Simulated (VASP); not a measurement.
Write the native input for VASP 6.6.1 that does the following.

- Task: relaxation of cell and atoms
- Functional: r2SCAN
- Dispersion: rVV10
- Potentials or basis: VASP PAW PBE potentials, release 64 (Sn_d, S)
- Cutoff: 550 eV
- k mesh: 12 × 12 × 4
- Occupations: fermi-dirac, width 0.02 eV
- Spin: no spin polarisation
- Dipole correction: no
- Further INCAR settings: ALGO = Normal; EDIFF = 1e-07; IBRION = 2; EDIFFG = -0.005; NSW = 80; ISIF = 3

Crystal: SnS2.

```
CELL_PARAMETERS angstrom
3.66840 0.00000 0.00000
-1.83420 3.17693 0.00000
0.00000 0.00000 5.80930
ATOMIC_POSITIONS crystal
Sn 0.00000 0.00000 0.00000
S 0.33333 0.66667 0.25452
S 0.66667 0.33333 0.74548
```

The input as run:

POSCAR

```
SnS2
1.0
    3.6683996617      0.0000000000      0.0000000000
   -1.8341998309      3.1769272983      0.0000000000
    0.0000000000      0.0000000000      5.8093021306
Sn S
1 2
Direct
    0.0000000000      0.0000000000      0.0000000000
    0.3333333333      0.6666666667      0.2545170710
    0.6666666667      0.3333333333      0.7454829290
```

INCAR.step1

```
SYSTEM = SnS2
PREC     = Accurate       ! precision mode
ENCUT    = 550            ! plane-wave cutoff, eV
ISMEAR   = -1             ! smearing method
SIGMA    = 0.02           ! smearing width, eV
LREAL    = .FALSE.        ! projectors in reciprocal space
LASPH    = .TRUE.         ! aspherical terms in the spheres
NELM     = 120            ! most SCF steps
GGA      = PE             ! functional
ALGO     = Normal         ! electronic algorithm
EDIFF    = 1E-5           ! SCF threshold, eV
LWAVE    = .TRUE.         ! write WAVECAR
LCHARG   = .FALSE.        ! write CHGCAR
GGA_COMPAT= .FALSE.      
IBRION   = 2              ! ionic algorithm
ISIF     = 3              ! what is computed and relaxed
EDIFFG   = -0.005         ! ionic threshold
NELMIN   = 4            
NSW      = 100            ! ionic steps
```

INCAR.step2

```
SYSTEM = SnS2
PREC     = Accurate       ! precision mode
ENCUT    = 550            ! plane-wave cutoff, eV
EDIFF    = 1E-7           ! SCF threshold, eV
ISMEAR   = -1             ! smearing method
SIGMA    = 0.02           ! smearing width, eV
LREAL    = .FALSE.        ! projectors in reciprocal space
LASPH    = .TRUE.         ! aspherical terms in the spheres
NELM     = 120            ! most SCF steps
ALGO     = Normal         ! electronic algorithm
ISIF     = 3              ! what is computed and relaxed
LWAVE    = .FALSE.        ! write WAVECAR
LCHARG   = .FALSE.        ! write CHGCAR
METAGGA  = R2SCAN         ! meta-GGA
LMIXTAU  = .TRUE.       
LUSE_VDW = .TRUE.       
IVDW_NL  = 2            
BPARAM   = 11.95        
CPARAM   = 0.0093       
IBRION   = 2              ! ionic algorithm
NSW      = 80             ! ionic steps
EDIFFG   = -0.005         ! ionic threshold
ISTART   = 1            
GGA_COMPAT= .FALSE.      
NELMIN   = 4
```

KPOINTS

```
regular mesh
0
G
  12 12 4
  0 0 0
```

Potentials or basis: VASP PAW PBE potentials, release 64 (Sn_d, S).

Run with:

```console
$ cat potpaw_PBE.64/Sn_d/POTCAR potpaw_PBE.64/S/POTCAR > POTCAR
$ cp INCAR.step1 INCAR
$ mpirun -np 1 vasp_std > vasp.out
$ cp INCAR.step2 INCAR
$ mpirun -np 1 vasp_std > vasp.out
```

Results of the run:

- Relaxed volume: 23.03 Å³/atom
- Relaxed cell: a = 3.662 Å, b = 3.662 Å, c = 5.950 Å, α = 90.00°, β = 90.00°, γ = 120.00°
- Space group after relaxing (to 0.1 Å): P-3m1 (No. 164)
- Energy gained by relaxing: 2.9 meV/atom
- Ionic steps: 12
- Pressure after relaxing: 0.0 GPa
- Largest force after relaxing: 0.003 eV/Å
- Band gap on the k mesh: 1.78 eV (least direct gap 2.23 eV)

Caveat: the PAW data sets were made with another functional, which shifts forces and pressure a little; spin-orbit coupling is left out, which moves the levels of the heavy elements.

It took 45 min on 1 thread of Intel(R) Xeon(R) 6975P-C (Granite Rapids), with other jobs on the host, peak memory 0.41 GiB.
